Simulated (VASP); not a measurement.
# ZnSe (P4/nmm) in VASP: further runs

The runs below take ZnSe through single point, with LDA.

Everything below comes from runs of VASP 6.6.1. Logs are shortened: lines on timing, memory, paths and dates and some standing lists are left out, and cuts for length are marked.

**1. The cell of the first run**

It takes space group P4/nmm (No. 129, tetragonal). The conventional cell has a = 4.042 Å, b = 4.042 Å, c = 5.887 Å, α = 90.00°, β = 90.00°, γ = 90.00°. Zn (site symmetry -4m2) has 4 Se at 2.61 Å and 4 Zn at 2.86 Å within 3.4 Å. Se (site symmetry 4mm) has 4 Zn at 2.61 Å within 3.4 Å.

**2. Single point, LDA**

The input, INCAR:

```
SYSTEM = ZnSe
  PREC = Accurate
  ENCUT = 520
  EDIFF = 1E-7
  ISMEAR = 0
  SIGMA = 0.05
  LREAL = .FALSE.
  LASPH = .TRUE.
  NELM = 100
  ALGO = Normal
  ISIF = 2
  LWAVE = .FALSE.
  LCHARG = .FALSE.
  GGA = CA
  NBANDS = 26
```

The input, KPOINTS:

```
Automatic mesh
0
G
  8 8 6
  0 0 0
```

The input, POSCAR:

```
ZnSe
1.0
    4.0422000000      0.0000000000      0.0000000000
    0.0000000000      4.0422000000      0.0000000000
    0.0000000000      0.0000000000      5.8869000000
Zn Se
2 2
Direct
    0.0000000000      0.0000000000      0.0000000000
    0.5000000000      0.5000000000      0.0000000000
    0.0000000000      0.5000000000      0.2797006019
    0.5000000000      0.0000000000      0.7202993981
```

Potentials or basis: VASP PAW LDA potentials, release 64 (Zn, Se).

The run is started by

```sh
> cat potpaw_LDA.64/Zn/POTCAR potpaw_LDA.64/Se/POTCAR > POTCAR
> mpirun -np 1 vasp_std > vasp.out
```

OUTCAR:

```text
SYSTEM = ZnSe
   PREC = Accurate
   ENCUT = 520
   EDIFF = 1E-7
   ISMEAR = 0
   LREAL = .FALSE.
   LASPH = .TRUE.
   NELM = 100
   ISIF = 2
   GGA = CA

 ion  position               nearest neighbor table
   1  0.000  0.000  0.000-   3 2.61   4 2.61   3 2.61   4 2.61   2 2.86   2 2.86   2 2.86   2 2.86

   2  0.500  0.500  0.000-   3 2.61   4 2.61   4 2.61   3 2.61   1 2.86   1 2.86   1 2.86   1 2.86

   3  0.000  0.500  0.280-   1 2.61   2 2.61   1 2.61   2 2.61
   4  0.500  0.000  0.720-   1 2.61   2 2.61   2 2.61   1 2.61

  LATTYP: Found a simple tetragonal cell.
 ALAT       =     4.0422000000
 C/A-ratio  =     1.4563603978

  Lattice vectors:

 A1 = (   4.0422000000,   0.0000000000,   0.0000000000)
 A2 = (   0.0000000000,   4.0422000000,   0.0000000000)
 A3 = (   0.0000000000,   0.0000000000,   5.8869000000)

Analysis of symmetry for initial positions (statically):
=====================================================================
 Subroutine PRICEL returns:
 Original cell was already a primitive cell.

 Routine SETGRP: Setting up the symmetry group for a
 simple tetragonal supercell.

 Subroutine GETGRP returns: Found 16 space group operations
 (whereof  8 operations were pure point group operations)
 out of a pool of 16 trial point group operations.

The static configuration has the point symmetry D_2d.
 The point group associated with its full space group is D_4h.

Analysis of symmetry for dynamics (positions and initial velocities):
=====================================================================
 Subroutine PRICEL returns:
 Original cell was already a primitive cell.

 Routine SETGRP: Setting up the symmetry group for a
 simple tetragonal supercell.

 Subroutine GETGRP returns: Found 16 space group operations
 (whereof  8 operations were pure point group operations)
 out of a pool of 16 trial point group operations.

The dynamic configuration has the point symmetry D_2d.
 The point group associated with its full space group is D_4h.

 Subroutine INISYM returns: Found 16 space group operations
 (whereof  8 operations are pure point group operations),
 and found     1 'primitive' translations

----------------------------------------------------------------------------------------

                                     Primitive cell

  volume of cell :      96.1883

  direct lattice vectors                    reciprocal lattice vectors
     4.042200000  0.000000000  0.000000000     0.247390035  0.000000000  0.000000000
     0.000000000  4.042200000  0.000000000     0.000000000  0.247390035  0.000000000
     0.000000000  0.000000000  5.886900000     0.000000000  0.000000000  0.169868692

  length of vectors
     4.042200000  4.042200000  5.886900000     0.247390035  0.247390035  0.169868692

  position of ions in fractional coordinates (direct lattice)
     0.000000000  0.000000000  0.000000000
     0.500000000  0.500000000  0.000000000
     0.000000000  0.500000000  0.279700602
     0.500000000  0.000000000  0.720299398

  ion indices of the primitive-cell ions
   primitive index   ion index
                 1           1
                 2           2
                 3           3
                 4           4

----------------------------------------------------------------------------------------

 KPOINTS: Automatic mesh

Automatic generation of k-mesh.
 Grid dimensions read from file:
 generate k-points for:    8    8    6

 Generating k-lattice:

  Cartesian coordinates                     Fractional coordinates (reciprocal lattice)
     0.030923754  0.000000000  0.000000000     0.125000000  0.000000000  0.000000000
     0.000000000  0.030923754  0.000000000     0.000000000  0.125000000  0.000000000
     0.000000000  0.000000000  0.028311449     0.000000000  0.000000000  0.166666667

  Length of vectors
     0.030923754  0.030923754  0.028311449

  Shift w.r.t. Gamma in fractional coordinates (k-lattice)
     0.000000000  0.000000000  0.000000000

 Subroutine IBZKPT returns following result:
 ===========================================

 Found     60 irreducible k-points:

 Following reciprocal coordinates:
            Coordinates               Weight
  0.000000  0.000000  0.000000      1.000000
  0.125000  0.000000  0.000000      4.000000
  0.250000  0.000000  0.000000      4.000000
  0.375000  0.000000  0.000000      4.000000
  0.500000  0.000000  0.000000      2.000000
  0.125000  0.125000  0.000000      4.000000
[... 16 lines left out ...]
  0.375000  0.125000  0.166667     16.000000
  0.500000  0.125000  0.166667      8.000000
 [... further k-points ...]
   k-points           NKPTS =     60   k-points in BZ     NKDIM =     60   number of bands    NBANDS=     26
   number of dos      NEDOS =    301   number of ions     NIONS =      4
   total plane-waves  NPLWV =  43200
   dimension x,y,z NGX =    30 NGY =   30 NGZ =   48
   dimension x,y,z NGXF=    60 NGYF=   60 NGZF=   96
   ions per type =               2   2
[... 65 lines left out ...]
 Fermi energy:         1.4191225673

 k-point     1 :       0.0000    0.0000    0.0000
  band No.  band energies     occupation
      1     -11.8434      2.00000
      2     -10.8751      2.00000
      3      -5.9077      2.00000
      4      -5.9056      2.00000
      5      -5.7688      2.00000
      6      -5.7203      2.00000
[... 18 lines left out ...]
     25      10.6659      0.00000
     26      10.9706      0.00000

 k-point     2 :       0.1250    0.0000    0.0000
  band No.  band energies     occupation
      1     -11.7780      2.00000
      2     -10.8732      2.00000
      3      -5.8848      2.00000
      4      -5.8619      2.00000
      5      -5.7489      2.00000
      6      -5.7114      2.00000
[... 18 lines left out ...]
     25      10.4605      0.00000
     26      10.5821      0.00000

 k-point     3 :       0.2500    0.0000    0.0000
  band No.  band energies     occupation
      1     -11.5983      2.00000
      2     -10.8856      2.00000
      3      -5.8224      2.00000
      4      -5.7428      2.00000
      5      -5.6934      2.00000
      6      -5.6747      2.00000
[... 18 lines left out ...]
     25       9.2291      0.00000
     26       9.4814      0.00000

 k-point     4 :       0.3750    0.0000    0.0000
  band No.  band energies     occupation
      1     -11.3538      2.00000
      2     -10.9560      2.00000
      3      -5.7207      2.00000
      4      -5.6254      2.00000
      5      -5.6144      2.00000
      6      -5.5684      2.00000
[... 18 lines left out ...]
     25       8.7034      0.00000
     26       9.1683      0.00000

 k-point     5 :       0.5000    0.0000    0.0000
  band No.  band energies     occupation
      1     -11.1178      2.00000
      2     -11.1178      2.00000
      3      -5.5934      2.00000
      4      -5.5934      2.00000
      5      -5.5582      2.00000
      6      -5.5582      2.00000
[... 18 lines left out ...]
     25       8.5720      0.00000
     26       8.5720      0.00000

 k-point     6 :       0.1250    0.1250    0.0000
  band No.  band energies     occupation
      1     -11.7143      2.00000
      2     -10.8688      2.00000
      3      -5.8976      2.00000
      4      -5.7945      2.00000
      5      -5.7304      2.00000
      6      -5.7141      2.00000
[... 427 lines left out ...]
 k-point    21 :       0.1250    0.1250    0.1667
  band No.  band energies     occupation
      1     -11.6684      2.00000
      2     -10.9281      2.00000
      3      -5.8967      2.00000
      4      -5.7994      2.00000
      5      -5.7375      2.00000
      6      -5.7083      2.00000
[... 18 lines left out ...]
     25       8.7758      0.00000
     26       9.8473      0.00000

 k-point    22 :       0.2500    0.1250    0.1667
  band No.  band energies     occupation
      1     -11.5016      2.00000
      2     -10.9181      2.00000
      3      -5.8686      2.00000
      4      -5.7193      2.00000
      5      -5.6703      2.00000
      6      -5.6385      2.00000
[... 18 lines left out ...]
     25       8.0039      0.00000
     26       9.9922      0.00000

 k-point    23 :       0.3750    0.1250    0.1667
  band No.  band energies     occupation
      1     -11.2802      2.00000
      2     -10.9543      2.00000
      3      -5.7884      2.00000
      4      -5.6337      2.00000
      5      -5.6023      2.00000
      6      -5.5274      2.00000
[... 18 lines left out ...]
     25       9.7154      0.00000
     26      10.0085      0.00000

 k-point    24 :       0.5000    0.1250    0.1667
  band No.  band energies     occupation
      1     -11.0776      2.00000
      2     -11.0776      2.00000
      3      -5.6584      2.00000
      4      -5.6584      2.00000
      5      -5.5352      2.00000
      6      -5.5352      2.00000
[... 18 lines left out ...]
     25       9.6552      0.00000
     26       9.6552      0.00000

 [... further k-points ...]

------------------------ aborting loop because EDIFF is reached ----------------------------------------

  FORCE on cell =-STRESS in cart. coord.  units (eV):
  Direction    XX          YY          ZZ          XY          YZ          ZX
  --------------------------------------------------------------------------------------
  -------------------------------------------------------------------------------------
  Total       -3.6041645     -3.6041645     -5.9450574      0.0000000      0.0000000      0.0000000
  in kB      -60.0333991    -60.0333991    -99.0248919      0.0000000      0.0000000      0.0000000
  external PRESSURE =     -73.0305634 kB  Pullay stress =       0.0000000 kB

 VOLUME and BASIS-vectors are now :
 -----------------------------------------------------------------------------
  energy-cutoff  :      520.00
  volume of cell :       96.19
      direct lattice vectors                 reciprocal lattice vectors
     4.042200000  0.000000000  0.000000000     0.247390035  0.000000000  0.000000000
     0.000000000  4.042200000  0.000000000     0.000000000  0.247390035  0.000000000
     0.000000000  0.000000000  5.886900000     0.000000000  0.000000000  0.169868692

 POSITION                                       TOTAL-FORCE (eV/Angst)
 -----------------------------------------------------------------------------------
      0.00000      0.00000      0.00000        -0.000000     -0.000000      0.000000
      2.02110      2.02110      0.00000         0.000000      0.000000      0.000000
      0.00000      2.02110      1.64657        -0.000000      0.000000     -1.585037
      2.02110      0.00000      4.24033        -0.000000     -0.000000      1.585037
 -----------------------------------------------------------------------------------
    total drift:                                0.000000      0.000000      0.000000

  FREE ENERGIE OF THE ION-ELECTRON SYSTEM (eV)
  ---------------------------------------------------
  free  energy   TOTEN  =       -13.6466057694 eV

  energy  without entropy=      -13.6466057694  energy(sigma->0) =      -13.64660577
```

Wall time 2.2 min (1 thread of Intel Xeon 6975P-C, shared host); peak memory 0.26 GiB.

What came out:

```yaml
Free_energy: -13.6466 eV
Pressure: -7.3 GPa
Largest_force: 1.585 eV/Å
Band_gap_on_the_k_mesh: 1.20 eV, direct
```

Forces on the atoms (eV/Å):
```
Zn   0.000  0.000  0.000
Zn   0.000  0.000  0.000
Se   0.000  0.000 -1.585
Se   0.000  0.000  1.585
```

Stress tensor (GPa, compression positive):
```
-6.00  0.00  0.00
 0.00 -6.00  0.00
 0.00  0.00 -9.90
```

Caveat: forces of over 1 eV/Å act on the atoms, so gaps and moduli don't describe the material at rest.

**3. Single point, LDA**

This run uses another cell than the first one, of 24.76 Å³/atom, 1.030 times its volume.

The input, INCAR:

```
SYSTEM = ZnSe
PREC = Accurate
ENCUT = 520
EDIFF = 1E-6
ISMEAR = 0
SIGMA = 0.05
LREAL = .FALSE.
LASPH = .TRUE.
NELM = 60
ALGO = Normal
ISIF = 2
LWAVE = .FALSE.
LCHARG = .FALSE.
NBANDS = 26
```

KPOINTS is that of step 2.

POSCAR: that of step 2 with these lines changed.

```diff
@@ -2,4 +2,4 @@
 1.0
-    4.0422000000      0.0000000000      0.0000000000
-    0.0000000000      4.0422000000      0.0000000000
+    4.1020000000      0.0000000000      0.0000000000
+    0.0000000000      4.1020000000      0.0000000000
     0.0000000000      0.0000000000      5.8869000000
```

Potentials or basis: VASP PAW LDA potentials, release 64 (Zn, Se).

The run is started by

```sh
> cat potpaw_LDA.64/Zn/POTCAR potpaw_LDA.64/Se/POTCAR > POTCAR
> mpirun -np 1 vasp_std > vasp.out
```

It took 1.7 min on 1 thread of Intel Xeon 6975P-C, shared host; peak memory 0.27 GiB.

It converged, with:

| Item | Value |
| --- | --- |
| Free energy | -13.5274 eV |
| Pressure | -8.3 GPa |
| Largest force | 1.701 eV/Å |
| Band gap on the k mesh | 1.18 eV, direct |

Forces on the atoms (eV/Å):
```
Zn   0.000  0.000  0.000
Zn   0.000  0.000  0.000
Se   0.000  0.000 -1.701
Se   0.000  0.000  1.701
```

Stress tensor (GPa, compression positive):
```
 -7.29   0.00   0.00
  0.00  -7.29   0.00
  0.00   0.00 -10.35
```

Levels at points of the mesh, in eV from the valence-band top:
| k point | band 16 | band 17 | band 18 | band 19 | band 20 | band 21 |
| --- | --- | --- | --- | --- | --- | --- |
| (0.00, 0.00, 0.00) | -0.42 | 0.00 | 0.00 | 1.18 | 1.84 | 2.97 |
| (0.50, 0.00, 0.00) | -2.11 | -0.73 | -0.73 | 3.29 | 3.29 | 4.97 |
| (0.50, 0.50, 0.00) | -2.26 | -1.94 | -1.94 | 2.42 | 2.42 | 2.58 |
| (0.00, 0.00, 0.50) | -1.64 | -0.59 | -0.59 | 2.01 | 3.15 | 3.39 |
| (0.50, 0.00, 0.50) | -0.87 | -0.69 | -0.69 | 1.91 | 1.91 | 5.42 |
| (0.50, 0.50, 0.50) | -2.76 | -2.59 | -2.59 | 4.03 | 4.03 | 4.14 |

Caveat: forces of over 1 eV/Å act on the atoms, so gaps and moduli don't describe the material at rest. LDA gaps usually lie below the measured ones, often by a third to a half.

**4. Single point, LDA**

This run uses another cell than the first one, of 24.76 Å³/atom, 1.030 times its volume.

The input, INCAR:

```
  ALGO = Normal
  EDIFF = 1E-6
  ENCUT = 520
  ISIF = 2
  ISMEAR = 0
  LASPH = True
  LCHARG = False
  LREAL = False
  LWAVE = False
  NBANDS = 26
  NELM = 60
  PREC = Accurate
  SIGMA = 0.05
```

The input, KPOINTS:

```
k-points
0
Gamma
  8 8 6
```

POSCAR is that of step 3.

The run is started by

```sh
> cat potpaw_LDA.64/Zn/POTCAR potpaw_LDA.64/Se/POTCAR > POTCAR
> mpirun -np 1 vasp_std > vasp.out
```

It took 1.8 min on 1 thread of Intel Xeon 6975P-C, shared host; peak memory 0.26 GiB.

Results (log left out):

```yaml
Free_energy: -13.5274 eV
Pressure: -8.3 GPa
Largest_force: 1.701 eV/Å
Band_gap_on_the_k_mesh: 1.18 eV, direct
```

Forces in eV/Å, atoms in the order of the input:
```
Zn   0.000  0.000  0.000
Zn   0.000  0.000  0.000
Se   0.000  0.000 -1.701
Se   0.000  0.000  1.701
```

Stress tensor (GPa, compression positive):
```
 -7.29   0.00   0.00
  0.00  -7.29   0.00
  0.00   0.00 -10.35
```

Levels at points of the mesh, in eV from the valence-band top:
```tsv
k point	band 15	band 16	band 17	band 18	band 19	band 20	band 21	band 22
(0.00, 0.00, 0.00)	-2.00	-0.42	0.00	0.00	1.18	1.84	2.97	4.96
(0.50, 0.00, 0.00)	-2.11	-2.11	-0.73	-0.73	3.29	3.29	4.97	4.97
(0.50, 0.50, 0.00)	-2.26	-2.26	-1.94	-1.94	2.42	2.42	2.58	2.58
(0.00, 0.00, 0.50)	-1.64	-1.64	-0.59	-0.59	2.01	3.15	3.39	4.89
(0.50, 0.00, 0.50)	-0.87	-0.87	-0.69	-0.69	1.91	1.91	5.42	5.42
(0.50, 0.50, 0.50)	-2.76	-2.76	-2.59	-2.59	4.03	4.03	4.14	4.14
```

Caveat: forces of over 1 eV/Å act on the atoms, so gaps and moduli don't describe the material at rest.

**5. Single point, LDA**

This run uses another cell than the first one, of 20.22 Å³/atom, 0.841 times its volume.

The input, INCAR:

```
SYSTEM = ZnSe
PREC     = Accurate       ! precision mode
ENCUT    = 520            ! plane-wave cutoff, eV
EDIFF    = 1E-6           ! SCF threshold, eV
ISMEAR   = 0              ! smearing method
SIGMA    = 0.05           ! smearing width, eV
LREAL    = .False.        ! projectors in reciprocal space
LASPH    = .True.         ! aspherical terms in the spheres
NELM     = 60             ! most SCF steps
ALGO     = Normal         ! electronic algorithm
ISIF     = 2              ! what is computed and relaxed
LWAVE    = .False.        ! write WAVECAR
LCHARG   = .True.         ! write CHGCAR
LELF     = .True.         ! ELF
LVHAR    = .True.       
NBANDS   = 26             ! bands
```

The input, KPOINTS:

```
Automatic mesh
0
Gamma
  8 8 6
  0 0 0
```

The input, POSCAR:

```
ZnSe
1.0
    3.9227000000      0.0000000000      0.0000000000
    0.0000000000      3.9227000000      0.0000000000
    0.0000000000      0.0000000000      5.2561416084
Zn Se
2 2
Direct
    0.0000000000      0.0000000000      0.0000000000
    0.5000000000      0.5000000000      0.0000000000
    0.0000000000      0.5000000000      0.2797006019
    0.5000000000      0.0000000000      0.7202993981
```

The run is started by

```sh
> cat potpaw_LDA.64/Zn/POTCAR potpaw_LDA.64/Se/POTCAR > POTCAR
> mpirun -np 1 vasp_std > vasp.out
```

It took 70 s on 1 thread of Intel Xeon Platinum 8124M at 3.00GHz (Skylake/Cascade Lake), shared host; peak memory 0.23 GiB.

The run converged. Its results:

| Property | Result |
| --- | --- |
| Free energy | -14.0025 eV |
| Pressure | 2.9 GPa |
| Largest force | 0.348 eV/Å |
| Band gap on the k mesh | 1.64 eV, direct |

Forces in eV/Å, atoms in the order of the input:
```
Zn   0.000  0.000  0.000
Zn   0.000  0.000  0.000
Se   0.000  0.000  0.348
Se   0.000  0.000 -0.348
```

Stress tensor (GPa, compression positive):
```
3.14 0.00 0.00
0.00 3.14 0.00
0.00 0.00 2.41
```

Levels at points of the mesh, in eV from the valence-band top:
```tsv
k point	band 14	band 15	band 16	band 17	band 18	band 19	band 20	band 21	band 22	band 23
(0.00, 0.00, 0.00)	-2.96	-2.96	-0.27	0.00	0.00	1.64	1.68	2.47	5.31	5.31
(0.50, 0.00, 0.00)	-4.99	-2.59	-2.59	-1.20	-1.20	3.65	3.65	5.39	5.39	6.71
(0.50, 0.50, 0.00)	-5.03	-2.77	-2.77	-2.42	-2.42	2.43	2.43	2.82	2.82	10.96
(0.00, 0.00, 0.50)	-2.45	-2.45	-1.91	-0.92	-0.92	2.07	3.28	4.34	4.49	6.57
(0.50, 0.00, 0.50)	-5.98	-1.09	-1.09	-0.82	-0.82	2.24	2.24	5.58	5.58	5.86
(0.50, 0.50, 0.50)	-4.60	-3.70	-3.70	-3.44	-3.44	4.95	4.95	5.47	5.47	8.21
```

**6. Overview**

```csv
cell,gap on the mesh (eV),pressure (GPa),largest force (eV/Å)
"a = 4.042, b = 4.042, c = 5.887 Å, 4 atoms",1.20,-7.3,1.59
"a = 4.102, b = 4.102, c = 5.887 Å, 4 atoms",1.18,-8.3,1.70
"a = 3.923, b = 3.923, c = 5.256 Å, 4 atoms",1.64,2.9,0.35
```

Alike in all rows: task single point; level LDA; potentials or basis VASP PAW LDA potentials, release 64 (Zn, Se); no spin polarisation; k mesh 8 × 8 × 6; cutoff (eV) 520; smearing gaussian 0.05 eV.

Caveats: forces of over 1 eV/Å act on the atoms, so gaps and moduli don't describe the material at rest (some runs).

Total energies depend on the potentials used, so only differences within one code and one set of settings carry meaning.
